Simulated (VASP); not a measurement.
Set up this calculation in VASP 6.6.1, as the native input.

| Property | Result |
| --- | --- |
| Task | relaxation of cell and atoms |
| Functional | r2SCAN |
| Potentials or basis | VASP PAW PBE potentials, release 64 (Ga_d, N) |
| Cutoff | 600 eV |
| k mesh | 8 × 8 × 5 |
| Occupations | gaussian, width 0.01 eV |
| Spin | no spin polarisation |
| Dipole correction | no |
| Further INCAR settings | ALGO = Normal; EDIFF = 1e-06; IBRION = 2; EDIFFG = -0.003; NSW = 100; ISIF = 3 |

The system is GaN (gallium nitride).

```
CELL_PARAMETERS angstrom
3.19205 0.00000 0.00000
-1.59603 2.76440 0.00000
0.00000 0.00000 5.11015
ATOMIC_POSITIONS crystal
Ga 0.33333 0.66667 0.00000
Ga 0.66667 0.33333 0.50000
N 0.33333 0.66667 0.38200
N 0.66667 0.33333 0.88200
```

These files were run (other wordings do the same):

POSCAR

```
GaN
1.0
    3.1920514469      0.0000000000      0.0000000000
   -1.5960257235      2.7643976433      0.0000000000
    0.0000000000      0.0000000000      5.1101543408
Ga N
2 2
Direct
    0.3333333333      0.6666666667      0.0000000000
    0.6666666667      0.3333333333      0.5000000000
    0.3333333333      0.6666666667      0.3820000000
    0.6666666667      0.3333333333      0.8820000000
```

INCAR.step1

```
ALGO = Normal
EDIFF = 1E-4
ENCUT = 600
GGA = PE
ISMEAR = 0
LASPH = True
LCHARG = False
LREAL = False
LWAVE = True
NELM = 60
PREC = Accurate
SIGMA = 0.01
```

INCAR.step2

```
ALGO = Normal
EDIFF = 1E-6
EDIFFG = -0.003
ENCUT = 600
IBRION = 2
ISIF = 3
ISMEAR = 0
ISTART = 1
LASPH = True
LCHARG = False
LMIXTAU = True
LREAL = False
LWAVE = False
METAGGA = R2SCAN
NELM = 60
NSW = 100
PREC = Accurate
SIGMA = 0.01
```

KPOINTS

```
k-points
0
Gamma
  8 8 5
```

Potentials or basis: VASP PAW PBE potentials, release 64 (Ga_d, N).

Launch:

```sh
$ cat potpaw_PBE.64/Ga_d/POTCAR potpaw_PBE.64/N/POTCAR > POTCAR
$ cp INCAR.step1 INCAR
$ mpirun -np 1 vasp_std > vasp.out
$ cp INCAR.step2 INCAR
$ mpirun -np 1 vasp_std > vasp.out
```

Results of the run:

| Property | Result |
| --- | --- |
| Relaxed volume | 11.43 Å³/atom |
| Relaxed cell | a = 3.189 Å, b = 3.189 Å, c = 5.192 Å, α = 90.00°, β = 90.00°, γ = 120.00° |
| Space group after relaxing (to 0.05 Å) | P6_3mc (No. 186) |
| Energy gained by relaxing | 3.9 meV/atom |
| Ionic steps | 8 |
| Pressure after relaxing | 0.0 GPa |
| Band gap on the k mesh | 2.31 eV, direct |

Caveat: the PAW data sets were made with another functional, which shifts forces and pressure a little.

Run time: 10 min on 1 thread of Intel(R) Xeon(R) Platinum 8375C CPU @ 2.90GHz (Ice Lake), with other jobs on the host, peak memory 0.21 GiB.
